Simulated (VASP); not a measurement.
# BaNaBr3 in VASP: notebook, part 2 of 2

VASP 6.6.1.

**3. Single point, PBE**

This run uses another cell than the first one, of 49.08 Å³/atom, 0.965 times its volume.

Contents of INCAR:

```
SYSTEM = BaNaBr3
  ALGO = Normal
  EDIFF = 1E-6
  ENCUT = 520
  GGA = PE
  ISIF = 2
  ISMEAR = -1
  LASPH = .True.
  LCHARG = .True.
  LELF = .True.
  LREAL = .False.
  LVHAR = .True.
  LWAVE = .False.
  NBANDS = 27
  NELM = 80
  PREC = Accurate
  SIGMA = 0.02
```

Contents of KPOINTS:

```
k-points
0
Gamma
  4 4 4
  0 0 0
```

Contents of POSCAR:

```
BaNaBr3
1.0
    6.2605717850      0.0000000000      0.0000000000
    0.0000000000      6.2605717850      0.0000000000
    0.0000000000      0.0000000000      6.2605717850
Na Ba Br
1 1 3
Direct
    0.0000000000      0.0000000000      0.0000000000
    0.5000000000      0.5000000000      0.5000000000
    0.5000000000      0.5000000000      0.0000000000
    0.5000000000      0.0000000000      0.5000000000
    0.0000000000      0.5000000000      0.5000000000
```

Potentials or basis: VASP PAW PBE potentials, release 64 (Na_pv, Ba_sv, Br).

Run with:

```console
$ cat potpaw_PBE.64/Na_pv/POTCAR potpaw_PBE.64/Ba_sv/POTCAR potpaw_PBE.64/Br/POTCAR > POTCAR
$ mpirun -np 1 vasp_std > vasp.out
```

Wall time 75 s (1 thread of Oxide Virtual Turin-like, shared host); peak memory 0.31 GiB.

It converged, with:

* Free energy: -16.4619 eV
* Pressure: 0.4 GPa
* Band gap on the k mesh: 2.86 eV, indirect (least direct gap 3.00 eV)

Levels at points of the mesh, in eV from the valence-band top:
```csv
k point,band 15,band 16,band 17,band 18,band 19,band 20,band 21,band 22,band 23,band 24
"(0.00, 0.00, 0.00)",-0.35,-0.35,-0.14,-0.14,-0.14,2.86,5.08,5.08,5.08,6.39
"(0.50, 0.00, 0.00)",-0.58,-0.58,-0.41,-0.18,-0.18,3.83,4.92,5.17,5.90,5.90
"(0.50, 0.50, 0.00)",-0.57,-0.53,-0.53,-0.33,0.00,4.03,5.88,5.88,6.13,6.13
"(0.50, 0.50, 0.50)",-1.13,-1.13,0.00,0.00,0.00,3.60,6.80,6.80,6.80,6.98
```

Caveat: spin-orbit coupling is left out, which moves the levels of the heavy elements.

**4. Single point, r2SCAN**

This run uses another cell than the first one, of 49.08 Å³/atom, 0.965 times its volume.

POSCAR is that of step 3.

Contents of INCAR.step1:

```
SYSTEM = BaNaBr3
PREC     = Accurate       ! precision mode
ENCUT    = 520            ! plane-wave cutoff, eV
ISMEAR   = 0              ! smearing method
SIGMA    = 0.01           ! smearing width, eV
LREAL    = .FALSE.        ! projectors in reciprocal space
LASPH    = .TRUE.         ! aspherical terms in the spheres
NELM     = 80             ! most SCF steps
NBANDS   = 27             ! bands
GGA      = PE             ! functional
ALGO     = Normal         ! electronic algorithm
EDIFF    = 1E-4           ! SCF threshold, eV
LWAVE    = .TRUE.         ! write WAVECAR
LCHARG   = .FALSE.        ! write CHGCAR
```

Contents of INCAR.step2:

```
SYSTEM = BaNaBr3
PREC     = Accurate       ! precision mode
ENCUT    = 520            ! plane-wave cutoff, eV
EDIFF    = 1E-7           ! SCF threshold, eV
ISMEAR   = 0              ! smearing method
SIGMA    = 0.01           ! smearing width, eV
LREAL    = .FALSE.        ! projectors in reciprocal space
LASPH    = .TRUE.         ! aspherical terms in the spheres
NELM     = 80             ! most SCF steps
ALGO     = Normal         ! electronic algorithm
ISIF     = 2              ! what is computed and relaxed
LWAVE    = .FALSE.        ! write WAVECAR
LCHARG   = .FALSE.        ! write CHGCAR
METAGGA  = R2SCAN         ! meta-GGA
LMIXTAU  = .TRUE.       
NBANDS   = 27             ! bands
ISTART   = 1
```

Contents of KPOINTS:

```
Automatic mesh
0
G
  4 4 4
  0 0 0
```

Run with:

```console
$ cat potpaw_PBE.64/Na_pv/POTCAR potpaw_PBE.64/Ba_sv/POTCAR potpaw_PBE.64/Br/POTCAR > POTCAR
$ cp INCAR.step1 INCAR
$ mpirun -np 1 vasp_std > vasp.out
$ cp INCAR.step2 INCAR
$ mpirun -np 1 vasp_std > vasp.out
```

Run time: 6.8 min. Hardware: 1 thread of Oxide Virtual Turin-like, shared host; peak memory 0.37 GiB.

It converged, with:

| Quantity | Value |
| --- | --- |
| Free energy | -79.1427 eV |
| Pressure | 0.2 GPa |
| Band gap on the k mesh | 3.64 eV, indirect (least direct gap 3.77 eV) |

Levels at points of the mesh, in eV from the valence-band top:
```
           k point  band 15  band 16  band 17  band 18  band 19  band 20  band 21  band 22  band 23  band 24
(0.00, 0.00, 0.00)    -0.35    -0.35    -0.13    -0.13    -0.13     3.64     5.64     5.64     5.64     7.08
(0.50, 0.00, 0.00)    -0.58    -0.58    -0.42    -0.17    -0.17     4.72     5.54     5.74     6.49     6.49
(0.50, 0.50, 0.00)    -0.57    -0.53    -0.53    -0.32     0.00     5.00     6.51     6.51     6.72     6.72
(0.50, 0.50, 0.50)    -1.13    -1.13     0.00     0.00     0.00     4.52     7.47     7.47     7.47     7.63
```

Caveat: the PAW data sets were made with another functional, which shifts forces and pressure a little; spin-orbit coupling is left out, which moves the levels of the heavy elements. r2SCAN opens gaps a little over a GGA but as a rule still falls short of measured ones.

**5. Single point, PBE (uniaxial x strain +2.5%)**

Contents of INCAR:

```
ALGO = Normal ; EDIFF = 1E-6
ENCUT = 520 ; GGA = PE
ISIF = 2 ; ISMEAR = -1
LASPH = T ; LCHARG = F
LREAL = F ; LWAVE = F
NBANDS = 27 ; NELM = 60
PREC = Accurate ; SIGMA = 0.02
```

Contents of KPOINTS:

```
k-points
0
Gamma
  4 4 4
```

POSCAR: that of step 4 with these lines changed.

```diff
@@ -2,3 +2,3 @@
 1.0
-    6.2605717850      0.0000000000      0.0000000000
+    6.4170860796      0.0000000000      0.0000000000
     0.0000000000      6.2605717850      0.0000000000
```

Run with:

```console
$ cat potpaw_PBE.64/Na_pv/POTCAR potpaw_PBE.64/Ba_sv/POTCAR potpaw_PBE.64/Br/POTCAR > POTCAR
$ mpirun -np 1 vasp_std > vasp.out
```

It took 2.8 min on 1 thread of Oxide Virtual Turin-like, shared host; peak memory 0.35 GiB.

Results (log left out):

* Free energy: -16.4588 eV
* Pressure: 0.0 GPa
* Band gap on the k mesh: 2.83 eV, indirect (least direct gap 2.99 eV)

Stress tensor (GPa, compression positive):
```
-0.49  0.00  0.00
 0.00  0.27  0.00
 0.00  0.00  0.27
```

Levels at points of the mesh, in eV from the valence-band top:
```
           k point  band 16  band 17  band 18  band 19  band 20  band 21  band 22  band 23
(0.00, 0.00, 0.00)    -0.33    -0.18    -0.15    -0.15     2.83     5.06     5.06     5.06
(0.50, 0.00, 0.00)    -0.52    -0.41    -0.19    -0.19     3.73     4.90     5.13     5.77
(0.00, 0.50, 0.00)    -0.55    -0.39    -0.22    -0.19     3.79     4.85     5.16     5.86
(0.50, 0.50, 0.00)    -0.53    -0.50    -0.35    -0.02     3.97     5.78     5.82     5.98
(0.00, 0.50, 0.50)    -0.49    -0.49    -0.39     0.00     3.96     5.84     5.84     6.11
(0.50, 0.50, 0.50)    -1.07    -0.02    -0.02     0.00     3.57     6.67     6.67     6.74
```

Caveat: the cell differs from its parent crystal (uniaxial x strain +2.5%); spin-orbit coupling is left out, which moves the levels of the heavy elements. A k mesh can miss the band edges.

**6. Single point, PBE (epitaxial xy strain +2.0%)**

Contents of INCAR:

```
SYSTEM = BaNaBr3
PREC = Accurate ; ENCUT = 520
EDIFF = 1E-6 ; ISMEAR = -1
SIGMA = 0.02 ; LREAL = .FALSE.
LASPH = .TRUE. ; NELM = 100
ALGO = Normal ; ISIF = 2
LWAVE = .FALSE. ; LCHARG = .FALSE.
GGA = PE ; NBANDS = 27
```

Contents of KPOINTS:

```
Automatic mesh
0
G
  4 4 4
  0 0 0
```

POSCAR: that of step 5 with these lines changed.

```diff
@@ -2,5 +2,5 @@
 1.0
-    6.4170860796      0.0000000000      0.0000000000
-    0.0000000000      6.2605717850      0.0000000000
-    0.0000000000      0.0000000000      6.2605717850
+    6.3857832207      0.0000000000      0.0000000000
+    0.0000000000      6.3857832207      0.0000000000
+    0.0000000000      0.0000000000      6.2383428512
 Na Ba Br
```

Potentials or basis: VASP PAW PBE potentials, release 64 (Na_pv, Ba_sv, Br).

Run with:

```console
$ cat potpaw_PBE.64/Na_pv/POTCAR potpaw_PBE.64/Ba_sv/POTCAR potpaw_PBE.64/Br/POTCAR > POTCAR
$ mpirun -np 1 vasp_std > vasp.out
```

Wall time 2.4 min (1 thread of Oxide Virtual Turin-like, shared host); peak memory 0.36 GiB.

The run converged. Its results:

| Property | Result |
| --- | --- |
| Free energy | -16.4581 eV |
| Pressure | -0.1 GPa |
| Band gap on the k mesh | 2.83 eV, indirect (least direct gap 2.98 eV) |

Stress tensor (GPa, compression positive):
```
-0.40  0.00  0.00
 0.00 -0.40  0.00
 0.00  0.00  0.36
```

Levels at points of the mesh, in eV from the valence-band top:
| k point | band 15 | band 16 | band 17 | band 18 | band 19 | band 20 | band 21 | band 22 | band 23 | band 24 |
| --- | --- | --- | --- | --- | --- | --- | --- | --- | --- | --- |
| (0.00, 0.00, 0.00) | -0.34 | -0.31 | -0.17 | -0.17 | -0.14 | 2.83 | 5.06 | 5.06 | 5.07 | 6.23 |
| (0.50, 0.00, 0.00) | -0.53 | -0.51 | -0.39 | -0.21 | -0.18 | 3.73 | 4.87 | 5.14 | 5.78 | 5.80 |
| (0.50, 0.50, 0.00) | -0.53 | -0.50 | -0.50 | -0.34 | -0.01 | 3.95 | 5.77 | 5.77 | 5.98 | 5.98 |
| (0.00, 0.00, 0.50) | -0.58 | -0.58 | -0.37 | -0.21 | -0.21 | 3.79 | 4.83 | 5.16 | 5.88 | 5.88 |
| (0.50, 0.00, 0.50) | -0.52 | -0.49 | -0.48 | -0.39 | 0.00 | 3.95 | 5.79 | 5.84 | 6.01 | 6.11 |
| (0.50, 0.50, 0.50) | -1.08 | -1.02 | -0.01 | 0.00 | 0.00 | 3.56 | 6.61 | 6.68 | 6.68 | 6.87 |

Caveat: the cell differs from its parent crystal (epitaxial xy strain +2.0%); spin-orbit coupling is left out, which moves the levels of the heavy elements. A k mesh can miss the band edges.

**7. The runs side by side**

| level | cell | k mesh | smearing | grid for exact exchange (PRECFOCK) | screening parameter | gap on the mesh (eV) | pressure (GPa) |
| --- | --- | --- | --- | --- | --- | --- | --- |
| HSE06 | a = 6.386, b = 6.386, c = 6.238 Å, 5 atoms | 2 × 2 × 2 | gaussian 0.01 eV | Fast | 0.2079 1/Å | 3.94 | -0.1 |
| PBE | a = 6.261 Å, 5 atoms | 4 × 4 × 4 | fermi-dirac 0.02 eV | - | - | 2.86 | 0.4 |
| r2SCAN | a = 6.261 Å, 5 atoms | 4 × 4 × 4 | gaussian 0.01 eV | - | - | 3.64 | 0.2 |
| PBE | a = 6.417, b = 6.261, c = 6.261 Å, 5 atoms | 4 × 4 × 4 | fermi-dirac 0.02 eV | - | - | 2.83 | 0.0 |
| PBE | a = 6.386, b = 6.386, c = 6.238 Å, 5 atoms | 4 × 4 × 4 | fermi-dirac 0.02 eV | - | - | 2.83 | -0.1 |

Alike in all rows: task single point; potentials or basis VASP PAW PBE potentials, release 64 (Na_pv, Ba_sv, Br); no spin polarisation; cutoff (eV) 520.

Caveats: some runs use coarse meshes; spin-orbit coupling is left out, which moves the levels of the heavy elements; the PAW data sets were made with another functional, which shifts forces and pressure a little (some runs).

Absolute energies hang on the potentials; compare differences alone.
